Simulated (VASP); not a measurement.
# SrO (I4/mmm) in VASP: notebook

SrO is run at these levels: PBEsol; tasks: single point.

Everything below comes from runs of VASP 6.6.1. Logs are shortened: lines on timing, memory, paths and dates and some standing lists are left out, and cuts for length are marked.

### Step 1. The cell of the first run

The structure is tetragonal, space group I4/mmm (No. 139). Conventional cell: a = 3.550 Å, b = 3.550 Å, c = 5.180 Å, α = 90.00°, β = 90.00°, γ = 90.00°. Within 3.3 Å of Sr (site symmetry 4/mmm) lie 6 O at 2.51 to 2.59 Å. Within 3.3 Å of O (site symmetry 4/mmm) lie 6 Sr at 2.51 to 2.59 Å.

### Step 2. Single point, PBEsol (in-plane strain -0.02, then relaxed in part)

Input file INCAR:

```
SYSTEM = SrO
PREC = Accurate ; ENCUT = 520
EDIFF = 1E-6 ; ISMEAR = 0
SIGMA = 0.01 ; LREAL = .False.
LASPH = .True. ; NELM = 60
ALGO = Normal ; ISIF = 2
LWAVE = .False. ; LCHARG = .False.
GGA = PS ; NBANDS = 15
```

Input file KPOINTS:

```
regular mesh
0
Gamma
  8 8 8
  0 0 0
```

Input file POSCAR:

```
SrO
1.0
    2.5102150055      2.5102150055      0.0000000000
   -2.5102150055      2.5102150055      0.0000000000
    0.0000000000      2.5102150055      2.5897617038
Sr O
1 1
Direct
    0.5000000000      0.5000000000      0.0000000000
    0.0000000000      0.0000000000      0.0000000000
```

Potentials or basis: VASP PAW PBE potentials, release 64 (Sr_sv, O).

Launch:

```sh
$ cat potpaw_PBE.64/Sr_sv/POTCAR potpaw_PBE.64/O/POTCAR > POTCAR
$ mpirun -np 1 vasp_std > vasp.out
```

OUTCAR:

```text
SYSTEM = SrO
   PREC = Accurate
   ENCUT = 520
   EDIFF = 1E-6
   ISMEAR = 0
   LREAL = .False.
   LASPH = .True.
   NELM = 60
   ISIF = 2
   GGA = PS

 ion  position               nearest neighbor table
   1  0.500  0.500  0.000-   2 2.51   2 2.51   2 2.51   2 2.51   2 2.59   2 2.59
   2  0.000  0.000  0.000-   1 2.51   1 2.51   1 2.51   1 2.51   1 2.59   1 2.59

  LATTYP: Found a body centered tetragonal cell.
 ALAT       =     3.5499801053
 C/A-ratio  =     1.4590288548

  Lattice vectors:

 A1 = (   2.5102150055,   0.0000000000,  -2.5897617038)
 A2 = (  -2.5102150055,   0.0000000000,  -2.5897617038)
 A3 = (   0.0000000000,   2.5102150055,   2.5897617038)

Analysis of symmetry for initial positions (statically):
=====================================================================
 Subroutine PRICEL returns:
 Original cell was already a primitive cell.

 Routine SETGRP: Setting up the symmetry group for a
 body centered tetragonal supercell.

 Subroutine GETGRP returns: Found 16 space group operations
 (whereof 16 operations were pure point group operations)
 out of a pool of 16 trial point group operations.

The static configuration has the point symmetry D_4h.

Analysis of symmetry for dynamics (positions and initial velocities):
=====================================================================
 Subroutine PRICEL returns:
 Original cell was already a primitive cell.

 Routine SETGRP: Setting up the symmetry group for a
 body centered tetragonal supercell.

 Subroutine GETGRP returns: Found 16 space group operations
 (whereof 16 operations were pure point group operations)
 out of a pool of 16 trial point group operations.

The dynamic configuration has the point symmetry D_4h.

 Subroutine INISYM returns: Found 16 space group operations
 (whereof 16 operations are pure point group operations),
 and found     1 'primitive' translations

----------------------------------------------------------------------------------------

                                     Primitive cell

  volume of cell :      32.6371

  direct lattice vectors                    reciprocal lattice vectors
     2.510215006  2.510215006  0.000000000     0.199186125  0.199186125 -0.193067957
    -2.510215006  2.510215006  0.000000000    -0.199186125  0.199186125 -0.193067957
     0.000000000  2.510215006  2.589761704     0.000000000  0.000000000  0.386135913

  length of vectors
     3.549980105  3.549980105  3.606666751     0.341504701  0.341504701  0.386135913

  position of ions in fractional coordinates (direct lattice)
     0.500000000  0.500000000  0.000000000
     0.000000000  0.000000000  0.000000000

  ion indices of the primitive-cell ions
   primitive index   ion index
                 1           1
                 2           2

----------------------------------------------------------------------------------------

 KPOINTS: regular mesh

Automatic generation of k-mesh.
 Grid dimensions read from file:
 generate k-points for:    8    8    8

 Generating k-lattice:

  Cartesian coordinates                     Fractional coordinates (reciprocal lattice)
     0.024898266  0.024898266 -0.024133495     0.125000000  0.000000000  0.000000000
    -0.024898266  0.024898266 -0.024133495     0.000000000  0.125000000  0.000000000
     0.000000000  0.000000000  0.048266989     0.000000000  0.000000000  0.125000000

  Length of vectors
     0.042688088  0.042688088  0.048266989

  Shift w.r.t. Gamma in fractional coordinates (k-lattice)
     0.000000000  0.000000000  0.000000000

 Subroutine IBZKPT returns following result:
 ===========================================

 Found     59 irreducible k-points:

 Following reciprocal coordinates:
            Coordinates               Weight
  0.000000  0.000000  0.000000      1.000000
  0.125000  0.000000  0.000000      8.000000
  0.250000  0.000000  0.000000      8.000000
  0.375000  0.000000 -0.000000      8.000000
  0.500000  0.000000  0.000000      4.000000
  0.125000  0.125000  0.000000      8.000000
[... 16 lines left out ...]
  0.250000  0.000000  0.125000      4.000000
  0.375000  0.000000  0.125000      8.000000
 [... further k-points ...]
   k-points           NKPTS =     59   k-points in BZ     NKDIM =     59   number of bands    NBANDS=     15
   number of dos      NEDOS =    301   number of ions     NIONS =      2
   total plane-waves  NPLWV =  21952
   dimension x,y,z NGX =    28 NGY =   28 NGZ =   28
   dimension x,y,z NGXF=    56 NGYF=   56 NGZF=   56
   ions per type =               1   1
   NGX,Y,Z   is equivalent  to a cutoff of  13.11, 13.11, 12.91 a.u.
   NGXF,Y,Z  is equivalent  to a cutoff of  26.22, 26.22, 25.81 a.u.
 SYSTEM =  SrO
   PREC   = accura    normal or accurate (medium, high low for compatibility)
   ISTART =      0    job   : 0-new  1-cont  2-samecut
   ICHARG =      2    charge: 1-file 2-atom 10-const
   ISPIN  =      1    spin polarized calculation?
   LNONCOLLINEAR =      F non collinear calculations
   LSORBIT =      F    spin-orbit coupling
   LASPH  =      T    aspherical Exc in radial PAW
   ENCUT  =  520.0 eV  38.22 Ry    6.18 a.u.   6.60  6.60  6.71*2*pi/ulx,y,z
   NELM   =     60;   NELMIN=  2; NELMDL= -5     # of ELM steps
   EDIFF  = 0.1E-05   stopping-criterion for ELM
   LREAL  =      F    real-space projection
   EDIFFG = 0.1E-04   stopping-criterion for IOM
   NSW    =      0    number of steps for IOM
   IBRION =     -1    ionic relax: 0-MD 1-quasi-New 2-CG
   NFREE  =      0    steps in history (QN), initial steepest desc. (CG)
   ISIF   =      2    stress and relaxation
   ISYM   =      2    0-nonsym 1-usesym 2-fastsym
   POTIM  = 0.5000    time-step for ionic-motion
   TEBEG  =    0.0;   TEEND  =   0.0 temperature during run
   PSTRESS=    0.0 pullay stress
   NELECT =      16.0000    total number of electrons
   NUPDOWN=      -1.0000    fix difference up-down
   EMIN   =  10.00;   EMAX   =-10.00  energy-range for DOS
   EFERMI =   0.00;   METHOD = LEGACY
   ISMEAR =     0;   SIGMA  =   0.01  broadening in eV -4-tet -1-fermi 0-gaus
   EFERMI_NEDOS =   21; number of points for ismear=-14 and -15
   IALGO  =     38    algorithm
   IMIX   =      4    mixing-type and parameters
     AMIX     =   0.40;   BMIX     =  1.00
     AMIX_MAG =   1.60;   BMIX_MAG =  1.00
  volume/ion in A,a.u.               =      16.32       110.12
  Fermi-wavevector in a.u.,A,eV,Ry     =   1.290855  2.439363 22.671494  1.666308
  Thomas-Fermi vector in A             =   2.422661
   LORBIT       =      0    0 simple, 1 ext, 2 COOP (PROOUT), +10 PAW based schemes
   GGA     = PS    functional components
   LHFCALC =     F    Hartree Fock is set to
   AEXX    =    0.0000 exact exchange contribution
   IVDW    =     0    specifies the selected vdW correction
   LEPSILON=     F    determine dielectric tensor
   LRPA    =     F    only Hartree local field effects (RPA)
 non-spin polarized calculation
 Gauss-broadening in eV      SIGMA  =   0.01
  energy-cutoff  :      520.00
  volume of cell :       32.64
 maximum number of plane-waves:       909
 NGX is ok and might be reduce to    28
   NGX = 13   NGY = 13   NGZ = 13

 number of electron      15.9999996 magnetization

 Free energy of the ion-electron system (eV)
  ---------------------------------------------------
  ext. energy  EPLUGINS =         0.00000000
  ---------------------------------------------------
  free energy    TOTEN  =       -12.61503101 eV

  energy without entropy =      -12.61503101  energy(sigma->0) =      -12.61503101

 E-fermi :   1.7718     XC(G=0): -10.4716

 val. band max:        1.7285661370   @ k =   0.0000   0.0000   0.0000
 cond. band min:       4.7747552741   @ k =   0.5000   0.5000   0.0000
 fundamental gap:      3.0461891371
 Fermi energy:         1.7717820664

 k-point     1 :       0.0000    0.0000    0.0000
  band No.  band energies     occupation
      1     -30.4130      2.00000
      2     -13.3664      2.00000
      3     -12.0319      2.00000
      4     -12.0149      2.00000
      5     -12.0149      2.00000
      6       1.6040      2.00000
      7       1.7286      2.00000
      8       1.7286      2.00000
      9       5.7717      0.00000
     10       7.7654      0.00000
     11       8.0215      0.00000
     12       8.0215      0.00000
     13      10.0433      0.00000
     14      10.4398      0.00000
     15      14.3697      0.00000

 k-point     2 :       0.1250    0.0000    0.0000
  band No.  band energies     occupation
      1     -30.3885      2.00000
      2     -13.7375      2.00000
      3     -12.0467      2.00000
      4     -12.0239      2.00000
      5     -11.7048      2.00000
      6       1.1967      2.00000
      7       1.4451      2.00000
      8       1.5039      2.00000
      9       6.4931      0.00000
     10       7.7554      0.00000
     11       8.2022      0.00000
     12       8.3347      0.00000
     13      10.4802      0.00000
     14      10.8899      0.00000
     15      15.4347      0.00000

 k-point     3 :       0.2500    0.0000    0.0000
  band No.  band energies     occupation
      1     -30.3287      2.00000
      2     -14.3481      2.00000
      3     -12.0915      2.00000
      4     -12.0452      2.00000
      5     -11.2323      2.00000
      6       0.3290      2.00000
      7       0.9857      2.00000
      8       1.0220      2.00000
      9       7.7221      0.00000
     10       8.0587      0.00000
     11       9.0966      0.00000
     12       9.1913      0.00000
     13      11.5701      0.00000
     14      12.0002      0.00000
     15      17.5971      0.00000

 k-point     4 :       0.3750    0.0000   -0.0000
  band No.  band energies     occupation
      1     -30.2678      2.00000
      2     -14.8134      2.00000
      3     -12.1355      2.00000
      4     -12.0659      2.00000
      5     -10.9052      2.00000
      6      -0.3642      2.00000
      7       0.5929      2.00000
      8       0.6026      2.00000
      9       8.0806      0.00000
     10       9.5990      0.00000
     11      10.2112      0.00000
     12      10.2604      0.00000
     13      12.9287      0.00000
     14      13.3400      0.00000
     15      17.6363      0.00000
[... 307 lines left out ...]
 k-point    22 :       0.0000    0.0000    0.1250
  band No.  band energies     occupation
      1     -30.3828      2.00000
      2     -13.7055      2.00000
      3     -12.0737      2.00000
      4     -12.0737      2.00000
      5     -11.7322      2.00000
      6       0.8482      2.00000
      7       1.6713      2.00000
      8       1.6713      2.00000
      9       6.6489      0.00000
     10       7.1048      0.00000
     11       8.6740      0.00000
     12       8.6740      0.00000
     13      10.6462      0.00000
     14      10.7709      0.00000
     15      15.6533      0.00000

 k-point    23 :       0.2500    0.0000    0.1250
  band No.  band energies     occupation
      1     -30.3507      2.00000
      2     -14.1378      2.00000
      3     -12.1613      2.00000
      4     -12.0040      2.00000
      5     -11.3398      2.00000
      6       0.6086      2.00000
      7       1.0684      2.00000
      8       1.4112      2.00000
      9       7.1878      0.00000
     10       7.5207      0.00000
     11       8.6046      0.00000
     12       9.1408      0.00000
     13      11.0346      0.00000
     14      11.8076      0.00000
     15      16.9089      0.00000

 k-point    24 :       0.3750    0.0000    0.1250
  band No.  band energies     occupation
      1     -30.2905      2.00000
      2     -14.5730      2.00000
      3     -12.2742      2.00000
      4     -12.0257      2.00000
      5     -11.0281      2.00000
      6      -0.0162      2.00000
      7       0.6632      2.00000
      8       1.0968      2.00000
      9       7.6337      0.00000
     10       8.4070      0.00000
     11       9.4322      0.00000
     12      10.2089      0.00000
     13      12.3412      0.00000
     14      12.9241      0.00000
     15      18.3098      0.00000

 [... further k-points ...]
[... 5 lines left out ...]
  --------------------------------------------------------------------------------------
  -------------------------------------------------------------------------------------
  Total        1.1306774      1.1306774      0.1132922      0.0000000     -0.0000000      0.0000000
  in kB       55.5057068     55.5057068      5.5615898      0.0000000     -0.0000000      0.0000000
  external PRESSURE =      38.8576678 kB  Pullay stress =       0.0000000 kB

 VOLUME and BASIS-vectors are now :
 -----------------------------------------------------------------------------
  energy-cutoff  :      520.00
  volume of cell :       32.64
      direct lattice vectors                 reciprocal lattice vectors
     2.510215006  2.510215006  0.000000000     0.199186125  0.199186125 -0.193067957
    -2.510215006  2.510215006  0.000000000    -0.199186125  0.199186125 -0.193067957
     0.000000000  2.510215006  2.589761704     0.000000000  0.000000000  0.386135913

 POSITION                                       TOTAL-FORCE (eV/Angst)
 -----------------------------------------------------------------------------------
      0.00000      2.51022      0.00000        -0.000000      0.000000      0.000000
      0.00000      0.00000      0.00000         0.000000      0.000000      0.000000
 -----------------------------------------------------------------------------------
    total drift:                               -0.000000      0.000000     -0.000000

  FREE ENERGIE OF THE ION-ELECTRON SYSTEM (eV)
  ---------------------------------------------------
  free  energy   TOTEN  =       -12.6150310086 eV

  energy  without entropy=      -12.6150310086  energy(sigma->0) =      -12.61503101
```

It took 16 s on 1 thread of AMD EPYC 9R45 (Zen 5), shared host; peak memory 0.14 GiB.

What came out:

| Property | Result |
| --- | --- |
| Free energy | -12.6150 eV |
| Pressure | 3.9 GPa |
| Band gap on the k mesh | 3.05 eV, indirect (least direct gap 3.09 eV) |

Caveat: the cell differs from its parent crystal (in-plane strain -0.02, then relaxed in part); the PAW data sets were made with another functional, which shifts forces and pressure a little.

(Continued in part 2 of 2.)
